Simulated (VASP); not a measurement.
# BaTiO3 (P4mm) in VASP: further runs

Aim: see how the results for BaTiO3 move with the level of theory and the settings. Levels: PBE, r2SCAN. Tasks: single point.

Everything below comes from runs of VASP 6.6.1. Logs are shortened: lines on timing, memory, paths and dates and some standing lists are left out, and cuts for length are marked.

## (1) The cell of the first run

Symmetry: P4mm, No. 99, tetragonal system. Conventional cell: a = 3.813 Å, b = 3.813 Å, c = 4.533 Å, α = 90.00°, β = 90.00°, γ = 90.00°. Ba (site symmetry 4mm) has 12 O at 2.73 to 3.19 Å and 8 Ti at 3.49 to 3.55 Å within 3.6 Å. Within 2.4 Å of Ti (site symmetry 4mm) lie 5 O at 1.79 to 1.94 Å. Within 2.6 Å of O (site symmetry 2mm) lie 2 Ti at 1.94 Å. O (site symmetry 4mm) has 1 Ti at 1.79 Å within 2.4 Å.

## (2) Single point, PBE (epitaxial xy strain -4.0%)

Contents of INCAR:

```
ALGO = Normal
EDIFF = 1E-6
ENCUT = 520
GGA = PE
ISIF = 2
ISMEAR = -1
LASPH = T
LCHARG = F
LREAL = F
LWAVE = F
NBANDS = 28
NELM = 80
PREC = Accurate
SIGMA = 0.02
```

Contents of KPOINTS:

```
k-points
0
Gamma
  6 6 6
```

Contents of POSCAR:

```
BaTiO3
1.0
    3.8131590514      0.0000000000      0.0000000000
    0.0000000000      3.8131590514      0.0000000000
    0.0000000000      0.0000000000      4.5334503277
Ba Ti O
1 1 3
Direct
    0.5000000000      0.5000000000      0.6141888996
    0.0000000000      0.0000000000      0.1248022295
    0.0000000000      0.5000000000      0.0509716146
    0.5000000000      0.0000000000      0.0509716146
    0.0000000000      0.0000000000      0.5190626316
```

Potentials or basis: VASP PAW PBE potentials, release 64 (Ba_sv, Ti_sv, O).

Started as:

```bash
> cat potpaw_PBE.64/Ba_sv/POTCAR potpaw_PBE.64/Ti_sv/POTCAR potpaw_PBE.64/O/POTCAR > POTCAR
> mpirun -np 1 vasp_std > vasp.out
```

OUTCAR:

```text
EDIFF = 1E-6
   ENCUT = 520
   GGA = PE
   ISIF = 2
   ISMEAR = -1
   LASPH = T
   LREAL = F
   NELM = 80
   PREC = Accurate

 ion  position               nearest neighbor table
   1  0.500  0.500  0.614-   5 2.73   5 2.73   5 2.73   5 2.73   4 2.75   3 2.75   3 2.75   4 2.75
                             3 3.19   4 3.19   3 3.19   4 3.19   2 3.49   2 3.49   2 3.49   2 3.49
   2  0.000  0.000  0.125-   5 1.79   4 1.94   3 1.94   3 1.94   4 1.94   1 3.49   1 3.49   1 3.49
                             1 3.49   1 3.55   1 3.55   1 3.55   1 3.55
   3  0.000  0.500  0.051-   2 1.94   2 1.94   1 2.75   1 2.75   1 3.19   1 3.19
   4  0.500  0.000  0.051-   2 1.94   2 1.94   1 2.75   1 2.75   1 3.19   1 3.19
   5  0.000  0.000  0.519-   2 1.79   1 2.73   1 2.73   1 2.73   1 2.73

  LATTYP: Found a simple tetragonal cell.
 ALAT       =     3.8131590514
 C/A-ratio  =     1.1888962056

  Lattice vectors:

 A1 = (   3.8131590514,   0.0000000000,   0.0000000000)
 A2 = (   0.0000000000,   3.8131590514,   0.0000000000)
 A3 = (   0.0000000000,   0.0000000000,   4.5334503277)

Analysis of symmetry for initial positions (statically):
=====================================================================
 Subroutine PRICEL returns:
 Original cell was already a primitive cell.

 Routine SETGRP: Setting up the symmetry group for a
 simple tetragonal supercell.

 Subroutine GETGRP returns: Found  8 space group operations
 (whereof  8 operations were pure point group operations)
 out of a pool of 16 trial point group operations.

The static configuration has the point symmetry C_4v.

Analysis of symmetry for dynamics (positions and initial velocities):
=====================================================================
 Subroutine PRICEL returns:
 Original cell was already a primitive cell.

 Routine SETGRP: Setting up the symmetry group for a
 simple tetragonal supercell.

 Subroutine GETGRP returns: Found  8 space group operations
 (whereof  8 operations were pure point group operations)
 out of a pool of 16 trial point group operations.

The dynamic configuration has the point symmetry C_4v.

 Subroutine INISYM returns: Found  8 space group operations
 (whereof  8 operations are pure point group operations),
 and found     1 'primitive' translations

----------------------------------------------------------------------------------------

                                     Primitive cell

[... 90 lines left out ...]
   ISPIN  =      1    spin polarized calculation?
   LNONCOLLINEAR =      F non collinear calculations
   LSORBIT =      F    spin-orbit coupling
   LASPH  =      T    aspherical Exc in radial PAW
   ENCUT  =  520.0 eV  38.22 Ry    6.18 a.u.   7.09  7.09  8.43*2*pi/ulx,y,z
   NELM   =     80;   NELMIN=  2; NELMDL= -5     # of ELM steps
   EDIFF  = 0.1E-05   stopping-criterion for ELM
   LREAL  =      F    real-space projection
   EDIFFG = 0.1E-04   stopping-criterion for IOM
   NSW    =      0    number of steps for IOM
   IBRION =     -1    ionic relax: 0-MD 1-quasi-New 2-CG
   NFREE  =      0    steps in history (QN), initial steepest desc. (CG)
   ISIF   =      2    stress and relaxation
   ISYM   =      2    0-nonsym 1-usesym 2-fastsym
   POTIM  = 0.5000    time-step for ionic-motion
   TEBEG  =    0.0;   TEEND  =   0.0 temperature during run
   PSTRESS=    0.0 pullay stress
   NELECT =      40.0000    total number of electrons
   NUPDOWN=      -1.0000    fix difference up-down
   EMIN   =  10.00;   EMAX   =-10.00  energy-range for DOS
   EFERMI =   0.00;   METHOD = LEGACY
   ISMEAR =    -1;   SIGMA  =   0.02  broadening in eV -4-tet -1-fermi 0-gaus
   EFERMI_NEDOS =   21; number of points for ismear=-14 and -15
   IALGO  =     38    algorithm
   IMIX   =      4    mixing-type and parameters
     AMIX     =   0.40;   BMIX     =  1.00
     AMIX_MAG =   1.60;   BMIX_MAG =  1.00
  volume/ion in A,a.u.               =      13.18        88.97
  Fermi-wavevector in a.u.,A,eV,Ry     =   1.385996  2.619152 26.136580  1.920984
  Thomas-Fermi vector in A             =   2.510353
   LORBIT       =      0    0 simple, 1 ext, 2 COOP (PROOUT), +10 PAW based schemes
   GGA     = PE    functional components
   LHFCALC =     F    Hartree Fock is set to
   AEXX    =    0.0000 exact exchange contribution
   IVDW    =     0    specifies the selected vdW correction
   LEPSILON=     F    determine dielectric tensor
   LRPA    =     F    only Hartree local field effects (RPA)
 non-spin polarized calculation
  energy-cutoff  :      520.00
  volume of cell :       65.92
 maximum number of plane-waves:      1804
   NGX = 15   NGY = 15   NGZ = 17

 number of electron      39.9999995 magnetization

 Free energy of the ion-electron system (eV)
  ---------------------------------------------------
  ext. energy  EPLUGINS =         0.00000000
  ---------------------------------------------------
  free energy    TOTEN  =       -39.83254715 eV

  energy without entropy =      -39.83254715  energy(sigma->0) =      -39.83254715

 E-fermi :   4.6910     XC(G=0): -11.0411

 val. band max:        4.1659492037   @ k =   0.5000   0.5000   0.5000
 cond. band min:       6.0750421260   @ k =   0.0000   0.0000   0.0000
 fundamental gap:      1.9090929224
 Fermi energy:         4.6910329897

 k-point     1 :       0.0000    0.0000    0.0000
  band No.  band energies     occupation
      1     -52.4121      2.00000
      2     -28.8496      2.00000
      3     -28.6391      2.00000
      4     -28.6391      2.00000
      5     -21.4167      2.00000
      6     -13.2865      2.00000
[... 733 lines left out ...]
     27      11.1565      0.00000
     28      12.6386      0.00000

 [... further k-points ...]
[... 5 lines left out ...]
  --------------------------------------------------------------------------------------
  -------------------------------------------------------------------------------------
  Total        5.5551357      5.5551357      2.0071045      0.0000000      0.0000000      0.0000000
  in kB      135.0226276    135.0226276     48.7845017      0.0000000      0.0000000      0.0000000
  external PRESSURE =     106.2765857 kB  Pullay stress =       0.0000000 kB

 VOLUME and BASIS-vectors are now :
 -----------------------------------------------------------------------------
  energy-cutoff  :      520.00
  volume of cell :       65.92
      direct lattice vectors                 reciprocal lattice vectors
     3.813159051  0.000000000  0.000000000     0.262249748  0.000000000  0.000000000
     0.000000000  3.813159051  0.000000000     0.000000000  0.262249748  0.000000000
     0.000000000  0.000000000  4.533450328     0.000000000  0.000000000  0.220582543

 POSITION                                       TOTAL-FORCE (eV/Angst)
 -----------------------------------------------------------------------------------
      1.90658      1.90658      2.78439        -0.000000      0.000000     -0.046875
      0.00000      0.00000      0.56578         0.000000     -0.000000     -0.145125
      0.00000      1.90658      0.23108         0.000000     -0.000000     -0.032828
      1.90658      0.00000      0.23108        -0.000000     -0.000000     -0.032828
      0.00000      0.00000      2.35314        -0.000000     -0.000000      0.257657
 -----------------------------------------------------------------------------------
    total drift:                                0.000000     -0.000000     -0.000201

  FREE ENERGIE OF THE ION-ELECTRON SYSTEM (eV)
  ---------------------------------------------------
  free  energy   TOTEN  =       -39.8325471484 eV

  energy  without entropy=      -39.8325471484  energy(sigma->0) =      -39.83254715
```

OSZICAR:

```text
N       E                     dE             d eps       ncg     rms          rms(c)
DAV:   1     0.432775669385E+03    0.43278E+03   -0.19638E+04  2240   0.152E+03
DAV:   2    -0.157724276317E+01   -0.43435E+03   -0.41220E+03  2544   0.420E+02
DAV:   3    -0.482279461420E+02   -0.46651E+02   -0.46244E+02  3172   0.137E+02
DAV:   4    -0.501533530798E+02   -0.19254E+01   -0.19211E+01  3340   0.248E+01
DAV:   5    -0.501865297210E+02   -0.33177E-01   -0.33171E-01  3016   0.285E+00    0.252E+01
DAV:   6    -0.400143023730E+02    0.10172E+02   -0.55528E+01  3216   0.703E+01    0.103E+01
DAV:   7    -0.399640383992E+02    0.50264E-01   -0.11183E+01  3020   0.255E+01    0.796E+00
DAV:   8    -0.398079139684E+02    0.15612E+00   -0.71770E-01  2860   0.824E+00    0.354E+00
DAV:   9    -0.398519351434E+02   -0.44021E-01   -0.26400E-01  3200   0.420E+00    0.141E+00
DAV:  10    -0.398340313468E+02    0.17904E-01   -0.10037E-01  2716   0.344E+00    0.441E-01
DAV:  11    -0.398329648866E+02    0.10665E-02   -0.81234E-03  3388   0.677E-01    0.146E-01
DAV:  12    -0.398325335141E+02    0.43137E-03   -0.14842E-03  2900   0.375E-01    0.485E-02
DAV:  13    -0.398325505898E+02   -0.17076E-04   -0.15063E-04  2880   0.999E-02    0.202E-02
DAV:  14    -0.398325464097E+02    0.41801E-05   -0.45867E-05  3340   0.538E-02    0.681E-03
DAV:  15    -0.398325471484E+02   -0.73871E-06   -0.75456E-06  3152   0.232E-02
   1 F= -.39832547E+02 E0= -.39832547E+02  d E =-.714812E-13
```

Wall time 68 s (1 thread of AMD EPYC 7R13 (Zen 3), shared host); peak memory 0.19 GiB.

Results:

| Quantity | Value |
| --- | --- |
| Free energy | -39.8325 eV |
| Pressure | 10.6 GPa |
| Largest force | 0.258 eV/Å |
| Band gap on the k mesh | 1.91 eV, indirect (least direct gap 2.75 eV) |

Forces on the atoms (eV/Å):
```
Ba   0.000  0.000 -0.047
Ti   0.000  0.000 -0.145
O    0.000  0.000 -0.033
O    0.000  0.000 -0.033
O    0.000  0.000  0.258
```

Stress tensor (GPa, compression positive):
```
13.50  0.00  0.00
 0.00 13.50  0.00
 0.00  0.00  4.88
```

Caveat: the cell differs from its parent crystal (epitaxial xy strain -4.0%); spin-orbit coupling is left out, which moves the levels of the heavy elements.

## (3) Single point, r2SCAN (epitaxial xy strain -2.0%)

Contents of POSCAR:

```
BaTiO3
1.0
    3.8925998650      0.0000000000      0.0000000000
    0.0000000000      3.8925998650      0.0000000000
    0.0000000000      0.0000000000      4.2587526924
Ba Ti O
1 1 3
Direct
    0.5000000000      0.5000000000      0.5931437032
    0.0000000000      0.0000000000      0.1121118325
    0.0000000000      0.5000000000      0.0591699801
    0.5000000000      0.0000000000      0.0591699801
    0.0000000000      0.0000000000      0.5364014941
```

Contents of INCAR.step1:

```
SYSTEM = BaTiO3
PREC = Accurate
ENCUT = 520
ISMEAR = 0
SIGMA = 0.01
LREAL = .FALSE.
LASPH = .TRUE.
NELM = 80
NBANDS = 28
GGA = PE
ALGO = Normal
EDIFF = 1E-4
LWAVE = .TRUE.
LCHARG = .FALSE.
```

Contents of INCAR.step2:

```
SYSTEM = BaTiO3
PREC = Accurate
ENCUT = 520
EDIFF = 1E-6
ISMEAR = 0
SIGMA = 0.01
LREAL = .FALSE.
LASPH = .TRUE.
NELM = 80
ALGO = Normal
ISIF = 2
LWAVE = .FALSE.
LCHARG = .TRUE.
METAGGA = R2SCAN
LMIXTAU = .TRUE.
LELF = .TRUE.
LVHAR = .TRUE.
NBANDS = 28
ISTART = 1
```

Contents of KPOINTS:

```
regular mesh
0
G
  6 6 6
  0 0 0
```

Potentials or basis: VASP PAW PBE potentials, release 64 (Ba_sv, Ti_sv, O).

Started as:

```bash
> cat potpaw_PBE.64/Ba_sv/POTCAR potpaw_PBE.64/Ti_sv/POTCAR potpaw_PBE.64/O/POTCAR > POTCAR
> cp INCAR.step1 INCAR
> mpirun -np 1 vasp_std > vasp.out
> cp INCAR.step2 INCAR
> mpirun -np 1 vasp_std > vasp.out
```

OUTCAR:

```text
SYSTEM = BaTiO3
   PREC = Accurate
   ENCUT = 520
   EDIFF = 1E-6
   ISMEAR = 0
   LREAL = .FALSE.
   LASPH = .TRUE.
   NELM = 80
   ISIF = 2
   METAGGA = R2SCAN
   ISTART = 1

 ion  position               nearest neighbor table
   1  0.500  0.500  0.593-   5 2.76   5 2.76   5 2.76   5 2.76   4 2.78   3 2.78   3 2.78   4 2.78
                             3 2.99   4 2.99   3 2.99   4 2.99   2 3.43   2 3.43   2 3.43   2 3.43
   2  0.000  0.000  0.112-   5 1.81   4 1.96   3 1.96   3 1.96   4 1.96   1 3.43   1 3.43   1 3.43
                             1 3.43   1 3.53   1 3.53   1 3.53   1 3.53
   3  0.000  0.500  0.059-   2 1.96   2 1.96   1 2.78   1 2.78   1 2.99   1 2.99
   4  0.500  0.000  0.059-   2 1.96   2 1.96   1 2.78   1 2.78   1 2.99   1 2.99
   5  0.000  0.000  0.536-   2 1.81   1 2.76   1 2.76   1 2.76   1 2.76

  LATTYP: Found a simple tetragonal cell.
 ALAT       =     3.8925998650
 C/A-ratio  =     1.0940638237

  Lattice vectors:

 A1 = (   3.8925998650,   0.0000000000,   0.0000000000)
 A2 = (   0.0000000000,   3.8925998650,   0.0000000000)
 A3 = (   0.0000000000,   0.0000000000,   4.2587526924)

Analysis of symmetry for initial positions (statically):
=====================================================================
 Subroutine PRICEL returns:
 Original cell was already a primitive cell.

 Routine SETGRP: Setting up the symmetry group for a
 simple tetragonal supercell.

 Subroutine GETGRP returns: Found  8 space group operations
 (whereof  8 operations were pure point group operations)
 out of a pool of 16 trial point group operations.

The static configuration has the point symmetry C_4v.

Analysis of symmetry for dynamics (positions and initial velocities):
=====================================================================
 Subroutine PRICEL returns:
 Original cell was already a primitive cell.

 Routine SETGRP: Setting up the symmetry group for a
 simple tetragonal supercell.

[... 125 lines left out ...]
   ISMEAR =     0;   SIGMA  =   0.01  broadening in eV -4-tet -1-fermi 0-gaus
   EFERMI_NEDOS =   21; number of points for ismear=-14 and -15
   IALGO  =     38    algorithm
   IMIX   =      4    mixing-type and parameters
     AMIX     =   0.40;   BMIX     =  1.00
     AMIX_MAG =   1.60;   BMIX_MAG =  1.00
  volume/ion in A,a.u.               =      12.91        87.09
  Fermi-wavevector in a.u.,A,eV,Ry     =   1.395857  2.637787 26.509809  1.948416
  Thomas-Fermi vector in A             =   2.519268
   LORBIT       =      0    0 simple, 1 ext, 2 COOP (PROOUT), +10 PAW based schemes
   METAGGA = R2SCAN    functional components
   LHFCALC =     F    Hartree Fock is set to
   AEXX    =    0.0000 exact exchange contribution
   IVDW    =     0    specifies the selected vdW correction
   LEPSILON=     F    determine dielectric tensor
   LRPA    =     F    only Hartree local field effects (RPA)
 non-spin polarized calculation
 Gauss-broadening in eV      SIGMA  =   0.01
  energy-cutoff  :      520.00
  volume of cell :       64.53
 maximum number of plane-waves:      1776
 NGX is ok and might be reduce to    30
   NGX = 15   NGY = 15   NGZ = 15

 number of electron      40.0000010 magnetization

 Free energy of the ion-electron system (eV)
  ---------------------------------------------------
  ext. energy  EPLUGINS =         0.00000000
  ---------------------------------------------------
  free energy    TOTEN  =       -74.19387574 eV

  energy without entropy =      -74.19387574  energy(sigma->0) =      -74.19387574

 E-fermi :   4.0040     XC(G=0): -11.8493

 val. band max:        3.7967036330   @ k =   0.5000   0.5000   0.5000
 cond. band min:       6.0726855417   @ k =   0.0000   0.0000   0.0000
 fundamental gap:      2.2759819087
 Fermi energy:         4.0039913275

 k-point     1 :       0.0000    0.0000    0.0000
  band No.  band energies     occupation
      1     -54.9556      2.00000
      2     -30.2784      2.00000
      3     -30.1245      2.00000
      4     -30.1245      2.00000
      5     -22.1015      2.00000
      6     -14.3879      2.00000
[... 733 lines left out ...]
     27      12.0700      0.00000
     28      13.4548      0.00000

 [... further k-points ...]
[... 5 lines left out ...]
  --------------------------------------------------------------------------------------
  -------------------------------------------------------------------------------------
  Total        3.0971037      3.0971037      0.8235701      0.0000000      0.0000000      0.0000000
  in kB       76.8961130     76.8961130     20.4479240      0.0000000      0.0000000      0.0000000
  external PRESSURE =      58.0800500 kB  Pullay stress =       0.0000000 kB

 VOLUME and BASIS-vectors are now :
 -----------------------------------------------------------------------------
  energy-cutoff  :      520.00
  volume of cell :       64.53
      direct lattice vectors                 reciprocal lattice vectors
     3.892599865  0.000000000  0.000000000     0.256897712  0.000000000  0.000000000
     0.000000000  3.892599865  0.000000000     0.000000000  0.256897712  0.000000000
     0.000000000  0.000000000  4.258752692     0.000000000  0.000000000  0.234810535

 POSITION                                       TOTAL-FORCE (eV/Angst)
 -----------------------------------------------------------------------------------
      1.94630      1.94630      2.52605         0.000000     -0.000000     -0.044661
      0.00000      0.00000      0.47746         0.000000      0.000000     -0.170333
      0.00000      1.94630      0.25199         0.000000      0.000000      0.025140
      1.94630      0.00000      0.25199         0.000000      0.000000      0.025140
      0.00000      0.00000      2.28440         0.000000      0.000000      0.164715
 -----------------------------------------------------------------------------------
    total drift:                                0.000000     -0.000000      0.005651

  FREE ENERGIE OF THE ION-ELECTRON SYSTEM (eV)
  ---------------------------------------------------
  free  energy   TOTEN  =       -74.1938757431 eV

  energy  without entropy=      -74.1938757431  energy(sigma->0) =      -74.19387574
```

OUTCAR.step1:

```text
SYSTEM = BaTiO3
   PREC = Accurate
   ENCUT = 520
   ISMEAR = 0
   LREAL = .FALSE.
   LASPH = .TRUE.
[... 980 lines left out ...]
      0.00000      1.94630      0.25199         0.000000     -0.000000     -0.031981
      1.94630      0.00000      0.25199         0.000000     -0.000000     -0.031981
      0.00000      0.00000      2.28440         0.000000     -0.000000      0.235887
 -----------------------------------------------------------------------------------
    total drift:                               -0.000000     -0.000000      0.003676

  FREE ENERGIE OF THE ION-ELECTRON SYSTEM (eV)
  ---------------------------------------------------
  free  energy   TOTEN  =       -39.9396412663 eV

  energy  without entropy=      -39.9396412663  energy(sigma->0) =      -39.93964127
```

It took 3.5 min on 1 thread of AMD EPYC 7R13 (Zen 3), shared host; peak memory 0.19 GiB.

What came out:

| Quantity | Value |
| --- | --- |
| Free energy | -74.1939 eV |
| Pressure | 5.8 GPa |
| Largest force | 0.170 eV/Å |
| Band gap on the k mesh | 2.28 eV, indirect (least direct gap 2.95 eV) |

Forces in eV/Å, atoms in the order of the input:
```
Ba   0.000  0.000 -0.045
Ti   0.000  0.000 -0.170
O    0.000  0.000  0.025
O    0.000  0.000  0.025
O    0.000  0.000  0.165
```

Stress tensor (GPa, compression positive):
```
7.69 0.00 0.00
0.00 7.69 0.00
0.00 0.00 2.04
```

Levels at points of the mesh, in eV from the valence-band top:
```csv
k point,band 16,band 17,band 18,band 19,band 20,band 21,band 22,band 23,band 24,band 25
"(0.00, 0.00, 0.00)",-1.88,-1.60,-1.20,-0.68,-0.68,2.28,2.98,2.98,4.66,4.71
"(0.50, 0.00, 0.00)",-2.20,-2.20,-1.88,-1.85,-1.59,3.07,4.02,4.11,4.56,6.22
"(0.50, 0.50, 0.00)",-3.32,-2.22,-1.13,-1.13,-0.05,4.16,4.16,4.40,4.59,8.31
"(0.00, 0.00, 0.50)",-2.20,-2.19,-2.19,-0.80,-0.80,2.38,3.87,3.87,4.68,6.44
"(0.50, 0.00, 0.50)",-2.81,-2.00,-1.41,-1.28,-0.74,3.89,4.09,4.20,5.52,7.54
"(0.50, 0.50, 0.50)",-2.67,-2.67,-0.66,-0.66,0.00,4.46,4.46,4.73,6.52,7.00
```

Caveat: the cell differs from its parent crystal (epitaxial xy strain -2.0%); the PAW data sets were made with another functional, which shifts forces and pressure a little; spin-orbit coupling is left out, which moves the levels of the heavy elements.
